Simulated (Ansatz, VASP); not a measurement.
Pd in VASP and in Ansatz

File INCAR:

```
PREC = Accurate
ENCUT = 520
EDIFF = 1E-8
ISMEAR = -1
SIGMA = 0.03
LREAL = F
LASPH = T
NELM = 100
ALGO = Normal
ISIF = 2
LWAVE = F
LCHARG = F
GGA = PE
LEFG = T
NBANDS = 11
```

Contents of KPOINTS:

```
regular mesh
0
Gamma
  13 13 13
```

Contents of POSCAR:

```
Pd
1.0
    2.6394488800      0.0000000000      0.0000000000
    0.0000000000      2.6394488800      0.0000000000
    0.0000000000      0.0000000000      2.5606626606
Pd
1
Direct
    0.0000000000      0.0000000000      0.0000000000
```

Input for Ansatz:

```yaml
crystal:
  lattice:
    - [2.63944888, 0.0, 0.0]
    - [0.0, 2.63944888, 0.0]
    - [0.0, 0.0, 2.5606626606]
  atoms:
    - { symbol: Pd, position: [0.0, 0.0, 0.0] }
kpoints:
  mp_grid: { grid: [13, 13, 13] }
scf:
  occupations: { method: fermi_dirac, width: 0.03 }
hamiltonian:
  xc: pbe
  pseudopotentials: { kind: all_electron, datasets: crystal }
output:
  forces: true
  stress: true
  eigenvalues: true
  efg: { contact_densities: true }
```

Change from the starting cell: z stretched by -2 % at fixed volume, crystal datasets.

Alike in both runs: task electric field gradients; functional PBE; k mesh 13 × 13 × 13; occupations fermi-dirac, width 0.03 eV; no spin polarisation.

|  | VASP | Ansatz |
| --- | --- | --- |
| version | VASP 6.6.1 | Ansatz 0.2.0 |
| potentials or method | VASP PAW PBE potentials, release 64 (Pd), cutoff 520 eV | all-electron PAW with datasets made for the crystal, scalar-relativistic |

```csv
,VASP,Ansatz,Ansatz less VASP
pressure (GPa),0.0,0.2,+0.27
"traceless stress, the component that is largest in VASP (GPa)",5.74,5.81,+0.067
size of Vzz on the site where it differs most (V/Å²),6.3,18.1,+11.79
```

Ansatz ran all-electron here, and VASP with PAW potentials.
